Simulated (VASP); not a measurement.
# Rb (Im-3m) in VASP: a series of runs

Rb is run at these levels: PBEsol; tasks: single point.

All numbers are computed with VASP 6.6.1; they aren't measurements. Logs are shortened: lines on timing, memory, paths and dates and some standing lists are left out, and cuts for length are marked.

### 1 The cell of the first run

The structure is cubic, space group Im-3m (No. 229). The conventional cell has a = 5.585 Å, b = 5.585 Å, c = 5.585 Å, α = 90.00°, β = 90.00°, γ = 90.00°.

### 2 Single point, PBEsol

Input file INCAR:

```
PREC = Accurate
ENCUT = 520
EDIFF = 1E-6
ISMEAR = -1
SIGMA = 0.05
LREAL = F
LASPH = T
NELM = 100
ALGO = Normal
ISIF = 2
LWAVE = F
LCHARG = F
GGA = PS
NBANDS = 16
```

Input file KPOINTS:

```
Automatic mesh
0
Gamma
  7 7 4
```

Input file POSCAR:

```
Rb
1.0
   -2.7924969190      2.7924969190      2.7924969190
    2.7924969190     -2.7924969190      2.7924969190
    5.5849938380      5.5849938380      0.0000000000
Rb
2
Direct
    0.0000000000      0.0000000000      0.0000000000
    0.5000000000      0.5000000000      0.5000000000
```

Potentials or basis: VASP PAW PBE potentials, release 64 (Rb_sv).

Started as:

```sh
$ cat potpaw_PBE.64/Rb_sv/POTCAR > POTCAR
$ mpirun -np 1 vasp_std > vasp.out
```

OUTCAR:

```text
PREC = Accurate
   ENCUT = 520
   EDIFF = 1E-6
   ISMEAR = -1
   LREAL = F
   LASPH = T
   NELM = 100
   ISIF = 2
   GGA = PS

 ion  position               nearest neighbor table
   1  0.000  0.000  0.000-   2 4.84   2 4.84   2 4.84   2 4.84   2 5.58   2 5.58   2 5.58   2 5.58

   2  0.500  0.500  0.500-   1 4.84   1 4.84   1 4.84   1 4.84   1 5.58   1 5.58   1 5.58   1 5.58

  LATTYP: Found a base centered orthorhombic cell.
 ALAT       =     5.5849938380
 B/A-ratio  =     1.4142135624
 C/A-ratio  =     1.4142135624

  Lattice vectors:

 A1 = (  -2.7924969190,   2.7924969190,   2.7924969190)
 A2 = (   2.7924969190,  -2.7924969190,   2.7924969190)
 A3 = (   5.5849938380,   5.5849938380,   0.0000000000)

Analysis of symmetry for initial positions (statically):
=====================================================================
 Subroutine PRICEL returns following result:

  LATTYP: Found a body centered cubic cell.
 ALAT       =     5.5849938380

  Lattice vectors:

 A1 = (  -2.7924969190,   2.7924969190,  -2.7924969190)
 A2 = (  -2.7924969190,  -2.7924969190,   2.7924969190)
 A3 = (   2.7924969190,   2.7924969190,   2.7924969190)

   2 primitive cells build up your supercell.

 Routine SETGRP: Setting up the symmetry group for a
 base centered orthorhombic supercell.

 Subroutine GETGRP returns: Found  8 space group operations
 (whereof  8 operations were pure point group operations)
 out of a pool of  8 trial point group operations.

The static configuration has the point symmetry D_2h.

Analysis of symmetry for dynamics (positions and initial velocities):
=====================================================================
 Subroutine PRICEL returns following result:

  LATTYP: Found a body centered cubic cell.
 ALAT       =     5.5849938380

  Lattice vectors:

 A1 = (  -2.7924969190,   2.7924969190,  -2.7924969190)
 A2 = (  -2.7924969190,  -2.7924969190,   2.7924969190)
 A3 = (   2.7924969190,   2.7924969190,   2.7924969190)

   2 primitive cells build up your supercell.

 Routine SETGRP: Setting up the symmetry group for a
 base centered orthorhombic supercell.

 Subroutine GETGRP returns: Found  8 space group operations
 (whereof  8 operations were pure point group operations)
 out of a pool of  8 trial point group operations.

The dynamic configuration has the point symmetry D_2h.

 Subroutine INISYM returns: Found  8 space group operations
 (whereof  8 operations are pure point group operations),
 and found     2 'primitive' translations

----------------------------------------------------------------------------------------

                                     Primitive cell

  volume of cell :      87.1040

  direct lattice vectors                    reciprocal lattice vectors
    -2.792496919  2.792496919 -2.792496919    -0.179051227  0.179051227  0.000000000
    -2.792496919 -2.792496919  2.792496919    -0.179051227  0.000000000  0.179051227
     2.792496919  2.792496919  2.792496919     0.000000000  0.179051227  0.179051227

  length of vectors
     4.836746544  4.836746544  4.836746544     0.253216674  0.253216674  0.253216674

  position of ions in fractional coordinates (direct lattice)
     0.000000000  0.000000000  0.000000000

  ion indices of the primitive-cell ions
   primitive index   ion index
                 1           1

----------------------------------------------------------------------------------------

 KPOINTS: Automatic mesh

Automatic generation of k-mesh.
 Grid dimensions read from file:
 generate k-points for:    7    7    4

 Generating k-lattice:

  Cartesian coordinates                     Fractional coordinates (reciprocal lattice)
    -0.012789373  0.012789373  0.025578747     0.142857143  0.000000000  0.000000000
     0.012789373 -0.012789373  0.025578747     0.000000000  0.142857143  0.000000000
     0.022381403  0.022381403  0.000000000     0.000000000  0.000000000  0.250000000

  Length of vectors
     0.031327439  0.031327439  0.031652084

  Shift w.r.t. Gamma in fractional coordinates (k-lattice)
     0.000000000  0.000000000  0.000000000

 Subroutine IBZKPT returns following result:
 ===========================================

 Found     48 irreducible k-points:

 Following reciprocal coordinates:
            Coordinates               Weight
  0.000000  0.000000  0.000000      1.000000
  0.142857  0.000000  0.000000      4.000000
  0.285714  0.000000  0.000000      4.000000
  0.428571  0.000000  0.000000      4.000000
  0.142857  0.142857  0.000000      2.000000
  0.285714  0.142857  0.000000      4.000000
[... 16 lines left out ...]
  0.428571  0.142857  0.250000      8.000000
 -0.428571  0.142857  0.250000      8.000000
 [... further k-points ...]
   k-points           NKPTS =     48   k-points in BZ     NKDIM =     48   number of bands    NBANDS=     16
   number of dos      NEDOS =    301   number of ions     NIONS =      2
   total plane-waves  NPLWV =  77760
   dimension x,y,z NGX =    36 NGY =   36 NGZ =   60
   dimension x,y,z NGXF=    72 NGYF=   72 NGZF=  120
   ions per type =               2
   NGX,Y,Z   is equivalent  to a cutoff of  12.37, 12.37, 12.63 a.u.
   NGXF,Y,Z  is equivalent  to a cutoff of  24.75, 24.75, 25.26 a.u.
 SYSTEM =  unknown system
   PREC   = accura    normal or accurate (medium, high low for compatibility)
   ISTART =      0    job   : 0-new  1-cont  2-samecut
   ICHARG =      2    charge: 1-file 2-atom 10-const
   ISPIN  =      1    spin polarized calculation?
   LNONCOLLINEAR =      F non collinear calculations
   LSORBIT =      F    spin-orbit coupling
   LASPH  =      T    aspherical Exc in radial PAW
   ENCUT  =  520.0 eV  38.22 Ry    6.18 a.u.   8.99  8.99 14.69*2*pi/ulx,y,z
   NELM   =    100;   NELMIN=  2; NELMDL= -5     # of ELM steps
   EDIFF  = 0.1E-05   stopping-criterion for ELM
   LREAL  =      F    real-space projection
   EDIFFG = 0.1E-04   stopping-criterion for IOM
   NSW    =      0    number of steps for IOM
   IBRION =     -1    ionic relax: 0-MD 1-quasi-New 2-CG
   NFREE  =      0    steps in history (QN), initial steepest desc. (CG)
   ISIF   =      2    stress and relaxation
   ISYM   =      2    0-nonsym 1-usesym 2-fastsym
   POTIM  = 0.5000    time-step for ionic-motion
   TEBEG  =    0.0;   TEEND  =   0.0 temperature during run
   PSTRESS=    0.0 pullay stress
   NELECT =      18.0000    total number of electrons
   NUPDOWN=      -1.0000    fix difference up-down
   EMIN   =  10.00;   EMAX   =-10.00  energy-range for DOS
   EFERMI =   0.00;   METHOD = LEGACY
   ISMEAR =    -1;   SIGMA  =   0.05  broadening in eV -4-tet -1-fermi 0-gaus
   EFERMI_NEDOS =   21; number of points for ismear=-14 and -15
   IALGO  =     38    algorithm
   IMIX   =      4    mixing-type and parameters
     AMIX     =   0.40;   BMIX     =  1.00
     AMIX_MAG =   1.60;   BMIX_MAG =  1.00
  volume/ion in A,a.u.               =      87.10       587.81
  Fermi-wavevector in a.u.,A,eV,Ry     =   0.768204  1.451694  8.029297  0.590137
  Thomas-Fermi vector in A             =   1.868926
   LORBIT       =      0    0 simple, 1 ext, 2 COOP (PROOUT), +10 PAW based schemes
   GGA     = PS    functional components
   LHFCALC =     F    Hartree Fock is set to
   AEXX    =    0.0000 exact exchange contribution
   IVDW    =     0    specifies the selected vdW correction
   LEPSILON=     F    determine dielectric tensor
   LRPA    =     F    only Hartree local field effects (RPA)
 non-spin polarized calculation
  energy-cutoff  :      520.00
  volume of cell :      174.21
 maximum number of plane-waves:      4728
   NGX = 17   NGY = 17   NGZ = 29

 number of electron      18.0000000 magnetization

 Free energy of the ion-electron system (eV)
  ---------------------------------------------------
  ext. energy  EPLUGINS =         0.00000000
  ---------------------------------------------------
  free energy    TOTEN  =        -2.05779985 eV

  energy without entropy =       -2.04056815  energy(sigma->0) =       -2.04918400

 E-fermi :   0.0492     XC(G=0):  -5.6307

 val. band max:       -0.0132351203   @ k =   0.4286   0.1429   0.0000
 cond. band min:       0.0591963161   @ k =   0.4286  -0.0000   0.5000
 fundamental gap:      0.0724314364
 Fermi energy:         0.0491650764

 k-point     1 :       0.0000    0.0000    0.0000
  band No.  band energies     occupation
      1     -28.7895      2.00000
      2     -28.7843      2.00000
      3     -12.9440      2.00000
      4     -12.8689      2.00000
      5     -12.8320      2.00000
      6     -12.8319      2.00000
[... 8 lines left out ...]
     15       3.7642      0.00000
     16       4.3971      0.00000

 k-point     2 :       0.1429    0.0000    0.0000
  band No.  band energies     occupation
      1     -28.7888      2.00000
      2     -28.7841      2.00000
      3     -12.9367      2.00000
      4     -12.8758      2.00000
      5     -12.8485      2.00000
      6     -12.8392      2.00000
[... 8 lines left out ...]
     15       3.9377      0.00000
     16       4.1154      0.00000

 k-point     3 :       0.2857    0.0000    0.0000
  band No.  band energies     occupation
      1     -28.7869      2.00000
      2     -28.7837      2.00000
      3     -12.9172      2.00000
      4     -12.9000      2.00000
      5     -12.8861      2.00000
      6     -12.8472      2.00000
[... 8 lines left out ...]
     15       4.1325      0.00000
     16       4.3091      0.00000

 k-point     4 :       0.4286    0.0000    0.0000
  band No.  band energies     occupation
      1     -28.7850      2.00000
      2     -28.7838      2.00000
      3     -12.9217      2.00000
      4     -12.9174      2.00000
      5     -12.8916      2.00000
      6     -12.8666      2.00000
[... 8 lines left out ...]
     15       4.1919      0.00000
     16       4.4453      0.00000

 k-point     5 :       0.1429    0.1429    0.0000
  band No.  band energies     occupation
      1     -28.7876      2.00000
      2     -28.7841      2.00000
      3     -12.9221      2.00000
      4     -12.8798      2.00000
      5     -12.8583      2.00000
      6     -12.8523      2.00000
[... 8 lines left out ...]
     15       3.4667      0.00000
     16       3.6292      0.00000

 k-point     6 :       0.2857    0.1429    0.0000
  band No.  band energies     occupation
      1     -28.7855      2.00000
      2     -28.7840      2.00000
      3     -12.8983      2.00000
      4     -12.8983      2.00000
      5     -12.8912      2.00000
      6     -12.8627      2.00000
[... 8 lines left out ...]
     15       3.1536      0.00000
     16       3.4664      0.00000
[... 267 lines left out ...]
 k-point    21 :       0.1429    0.1429    0.2500
  band No.  band energies     occupation
      1     -28.7871      2.00000
      2     -28.7846      2.00000
      3     -12.9218      2.00000
      4     -12.8818      2.00000
      5     -12.8659      2.00000
      6     -12.8514      2.00000
[... 8 lines left out ...]
     15       4.0105      0.00000
     16       4.1986      0.00000

 k-point    22 :       0.2857    0.1429    0.2500
  band No.  band energies     occupation
      1     -28.7853      2.00000
      2     -28.7842      2.00000
      3     -12.9206      2.00000
      4     -12.9084      2.00000
      5     -12.8764      2.00000
      6     -12.8633      2.00000
[... 8 lines left out ...]
     15       3.6413      0.00000
     16       3.8221      0.00000

 k-point    23 :       0.4286    0.1429    0.2500
  band No.  band energies     occupation
      1     -28.7842      2.00000
      2     -28.7837      2.00000
      3     -12.9310      2.00000
      4     -12.9284      2.00000
      5     -12.8762      2.00000
      6     -12.8759      2.00000
[... 8 lines left out ...]
     15       3.4188      0.00000
     16       3.9767      0.00000

 k-point    24 :      -0.4286    0.1429    0.2500
  band No.  band energies     occupation
      1     -28.7851      2.00000
      2     -28.7831      2.00000
      3     -12.9315      2.00000
      4     -12.9202      2.00000
      5     -12.8864      2.00000
      6     -12.8647      2.00000
[... 8 lines left out ...]
     15       3.5128      0.00000
     16       4.4231      0.00000

 [... further k-points ...]

------------------------ aborting loop because EDIFF is reached ----------------------------------------

  FORCE on cell =-STRESS in cart. coord.  units (eV):
  Direction    XX          YY          ZZ          XY          YZ          ZX
  --------------------------------------------------------------------------------------
  -------------------------------------------------------------------------------------
  Total       -0.0526910     -0.0526910      0.0083072      0.0250227      0.0000000     -0.0000000
  in kB       -0.4845953     -0.4845953      0.0764004      0.2301321      0.0000000     -0.0000000
  external PRESSURE =      -0.2975968 kB  Pullay stress =       0.0000000 kB

 VOLUME and BASIS-vectors are now :
 -----------------------------------------------------------------------------
  energy-cutoff  :      520.00
  volume of cell :      174.21
      direct lattice vectors                 reciprocal lattice vectors
    -2.792496919  2.792496919  2.792496919    -0.089525614  0.089525614  0.179051227
     2.792496919 -2.792496919  2.792496919     0.089525614 -0.089525614  0.179051227
     5.584993838  5.584993838  0.000000000     0.089525614  0.089525614  0.000000000

 POSITION                                       TOTAL-FORCE (eV/Angst)
 -----------------------------------------------------------------------------------
      0.00000      0.00000      0.00000         0.000000      0.000000      0.000000
      2.79250      2.79250      2.79250        -0.000000     -0.000000     -0.000000
 -----------------------------------------------------------------------------------
    total drift:                                0.000000      0.000000      0.000000

  FREE ENERGIE OF THE ION-ELECTRON SYSTEM (eV)
  ---------------------------------------------------
  free  energy   TOTEN  =        -2.0577998474 eV

  energy  without entropy=       -2.0405681498  energy(sigma->0) =       -2.04918400
```

It took 91 s on 1 thread of Intel Xeon Platinum 8259CL at 2.50GHz (Skylake/Cascade Lake), shared host; peak memory 0.31 GiB.

What came out:

| Property | Result |
| --- | --- |
| Free energy | -2.0578 eV |
| Pressure | 0.0 GPa |
| Band gap on the k mesh | zero (bands 9 and 10 overlap by 2.32 eV) |

Levels at points of the mesh, in eV from the Fermi level:
| k point | band 5 | band 6 | band 7 | band 8 | band 9 | band 10 | band 11 | band 12 | band 13 | band 14 |
| --- | --- | --- | --- | --- | --- | --- | --- | --- | --- | --- |
| (0.00, 0.00, 0.00) | -12.88 | -12.88 | -12.88 | -12.88 | -2.04 | 0.22 | 0.81 | 2.59 | 3.71 | 3.71 |
| (0.00, 0.00, 0.50) | -12.90 | -12.90 | -12.88 | -12.88 | -1.30 | -1.30 | 2.48 | 2.48 | 3.03 | 3.03 |

Caveat: the PAW data sets were made with another functional, which shifts forces and pressure a little.

### 3 Single point, PBEsol

Input file INCAR:

```
SYSTEM = Rb
  PREC = Accurate
  ENCUT = 520
  EDIFF = 1E-6
  ISMEAR = -1
  SIGMA = 0.05
  LREAL = .False.
  LASPH = .True.
  NELM = 100
  ALGO = Normal
  ISIF = 2
  LWAVE = .False.
  LCHARG = .False.
  GGA = PS
  NBANDS = 16
```

Input file KPOINTS:

```
Automatic mesh
0
Gamma
  7 7 4
  0 0 0
```

POSCAR is that of step 2.

Potentials or basis: VASP PAW PBE potentials, release 64 (Rb_sv).

Started as:

```sh
$ cat potpaw_PBE.64/Rb_sv/POTCAR > POTCAR
$ mpirun -np 1 vasp_std > vasp.out
```

OUTCAR:

```text
SYSTEM = Rb
   PREC = Accurate
   ENCUT = 520
   EDIFF = 1E-6
   ISMEAR = -1
   LREAL = .False.
   LASPH = .True.
   NELM = 100
   ISIF = 2
   GGA = PS

 ion  position               nearest neighbor table
   1  0.000  0.000  0.000-   2 4.84   2 4.84   2 4.84   2 4.84   2 5.58   2 5.58   2 5.58   2 5.58

   2  0.500  0.500  0.500-   1 4.84   1 4.84   1 4.84   1 4.84   1 5.58   1 5.58   1 5.58   1 5.58

  LATTYP: Found a base centered orthorhombic cell.
 ALAT       =     5.5849938380
[... 666 lines left out ...]

  FORCE on cell =-STRESS in cart. coord.  units (eV):
  Direction    XX          YY          ZZ          XY          YZ          ZX
  --------------------------------------------------------------------------------------
  -------------------------------------------------------------------------------------
  Total       -0.0526910     -0.0526910      0.0083072      0.0250227      0.0000000     -0.0000000
  in kB       -0.4845953     -0.4845953      0.0764004      0.2301321      0.0000000     -0.0000000
  external PRESSURE =      -0.2975968 kB  Pullay stress =       0.0000000 kB

 VOLUME and BASIS-vectors are now :
 -----------------------------------------------------------------------------
  energy-cutoff  :      520.00
  volume of cell :      174.21
      direct lattice vectors                 reciprocal lattice vectors
    -2.792496919  2.792496919  2.792496919    -0.089525614  0.089525614  0.179051227
     2.792496919 -2.792496919  2.792496919     0.089525614 -0.089525614  0.179051227
     5.584993838  5.584993838  0.000000000     0.089525614  0.089525614  0.000000000

 POSITION                                       TOTAL-FORCE (eV/Angst)
 -----------------------------------------------------------------------------------
      0.00000      0.00000      0.00000         0.000000      0.000000      0.000000
      2.79250      2.79250      2.79250        -0.000000     -0.000000     -0.000000
 -----------------------------------------------------------------------------------
    total drift:                                0.000000      0.000000      0.000000

  FREE ENERGIE OF THE ION-ELECTRON SYSTEM (eV)
  ---------------------------------------------------
  free  energy   TOTEN  =        -2.0577998474 eV

  energy  without entropy=       -2.0405681498  energy(sigma->0) =       -2.04918400
```

Wall time 94 s (1 thread of Intel Xeon Platinum 8259CL at 2.50GHz (Skylake/Cascade Lake), shared host); peak memory 0.3 GiB.

Results:

```
Free energy            : -2.0578 eV
Pressure               : 0.0 GPa
Band gap on the k mesh : zero (bands 9 and 10 overlap by 2.32 eV)
```

Levels at points of the mesh, in eV from the Fermi level:
```tsv
k point	band 7	band 8	band 9	band 10	band 11	band 12
(0.00, 0.00, 0.00)	-12.88	-12.88	-2.04	0.22	0.81	2.59
(0.00, 0.00, 0.50)	-12.88	-12.88	-1.30	-1.30	2.48	2.48
```

Caveat: the PAW data sets were made with another functional, which shifts forces and pressure a little.

The gap in the log of VASP goes by the Fermi energy; the results here count the filled bands.